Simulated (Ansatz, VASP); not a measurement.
# Ru: VASP beside Ansatz

INCAR

```
PREC     = Accurate       # precision mode
ENCUT    = 600            # plane-wave cutoff, eV
EDIFF    = 1E-7           # SCF threshold, eV
ISMEAR   = -1             # smearing method
SIGMA    = 0.1            # smearing width, eV
LREAL    = F              # projectors in reciprocal space
LASPH    = T              # aspherical terms in the spheres
NELM     = 100            # most SCF steps
ALGO     = Normal         # electronic algorithm
ISIF     = 3              # what is computed and relaxed
LWAVE    = F              # write WAVECAR
LCHARG   = F              # write CHGCAR
GGA      = RP             # functional
IBRION   = 2              # ionic algorithm
NSW      = 80             # ionic steps
EDIFFG   = -0.01          # ionic threshold
```

KPOINTS

```
regular mesh
0
Gamma
  10 10 10
```

File POSCAR:

```
Ru
1.0
    0.0000000000      2.6351714020      2.6351714020
    2.6351714020      0.0000000000      2.6351714020
    2.6351714020      2.6351714020      0.0000000000
Ru
2
Direct
    0.1250000000      0.1250000000      0.1250000000
    0.8750000000      0.8750000000      0.8750000000
```

Input for Ansatz:

```yaml
crystal:
  lattice:
    - [0.0, 2.635171402, 2.635171402]
    - [2.635171402, 0.0, 2.635171402]
    - [2.635171402, 2.635171402, 0.0]
  atoms:
    - { symbol: Ru, position: [0.125, 0.125, 0.125] }
    - { symbol: Ru, position: [0.875, 0.875, 0.875] }
hamiltonian:
  xc: rpbe
  pseudopotentials:
    kind: paw
    azcp:
      Ru: "pseudopotentials/Ru.paw.azcp"
basis:
  ecutwfc: 420
  fft_grid_basis: typed
kpoints:
  mp_grid: { grid: [10, 10, 10], shift: [0, 0, 0] }
magnetization:
  spin_polarized: false
scf:
  occupations: { method: fermi_dirac, width: 0.1 }
relax:
  max_steps: 60
  f_tol: 0.01
  cell: {}
```

Alike in both runs: task relaxation of cell and atoms; functional RPBE; k mesh 10 × 10 × 10; occupations fermi-dirac, width 0.1 eV; no spin polarisation.

|  | VASP | Ansatz |
| --- | --- | --- |
| version | VASP 6.6.1 | Ansatz 0.2.0 |
| potentials or method | VASP PAW PBE potentials, release 64 (Ru_pv), cutoff 600 eV | plane waves (420 eV) with PAW, scalar-relativistic |
| valence electrons in the cell | 28 | 32 |

```csv
,VASP,Ansatz,Ansatz less VASP
relaxed volume (Å³/atom),20.68,20.66,-0.021
relaxed cell length with the largest relative difference (Å),3.882,3.880,-0.0013
```

VASP's potentials were made for PBE, not for RPBE. VASP's potentials hold 28 valence electrons a cell and Ansatz's 32, so a difference there can come from the potentials and not from the codes.
